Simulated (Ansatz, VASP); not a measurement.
**One calculation of C, two programs**

Contents of INCAR:

```
SYSTEM = C
PREC = Accurate
ENCUT = 520
EDIFF = 1E-6
ISMEAR = -1
SIGMA = 0.1
LREAL = .FALSE.
LASPH = .TRUE.
NELM = 60
ALGO = Normal
ISIF = 2
LWAVE = .FALSE.
LCHARG = .FALSE.
GGA = RE
NBANDS = 8
```

Contents of KPOINTS:

```
Automatic mesh
0
G
  20 20 20
  0 0 0
```

File POSCAR:

```
C
1.0
    0.0000000000      1.5495404144      1.5495404144
    1.5495404144      0.0000000000      1.5495404144
    1.5495404144      1.5495404144      0.0000000000
C
1
Direct
    0.0000000000      0.0000000000      0.0000000000
```

Input for Ansatz:

```yaml
crystal:
  lattice:
    - [0.0, 1.5495404144, 1.5495404144]
    - [1.5495404144, 0.0, 1.5495404144]
    - [1.5495404144, 1.5495404144, 0.0]
  atoms:
    - { symbol: C, position: [0.0, 0.0, 0.0] }
hamiltonian:
  xc: revpbe
  pseudopotentials:
    kind: paw
    azcp:
      C: "pseudopotentials/C.paw.azcp"
basis:
  ecutwfc: 420
  fft_grid_basis: typed
kpoints:
  mp_grid: { grid: [20, 20, 20], shift: [0, 0, 0] }
magnetization:
  spin_polarized: false
scf:
  occupations: { method: fermi_dirac, width: 0.1 }
  lower_state_search: "off"
output:
  stress: true
```

Alike in both runs: task single point; functional revPBE; k mesh 20 × 20 × 20; occupations fermi-dirac, width 0.1 eV; no spin polarisation.

|  | VASP | Ansatz |
| --- | --- | --- |
| version | VASP 6.6.1 | Ansatz 0.2.0 |
| potentials or method | VASP PAW PBE potentials, release 64 (C), cutoff 520 eV | plane waves (420 eV) with PAW, scalar-relativistic |
| valence electrons in the cell | 4 | 4 |

```tsv
	VASP	Ansatz	Ansatz less VASP
pressure (GPa)	-0.1	-0.1	-0.04
```

VASP's potentials were made for PBE, not for revPBE. The functional is the same, so the differences come from potentials, cutoffs and numerics.
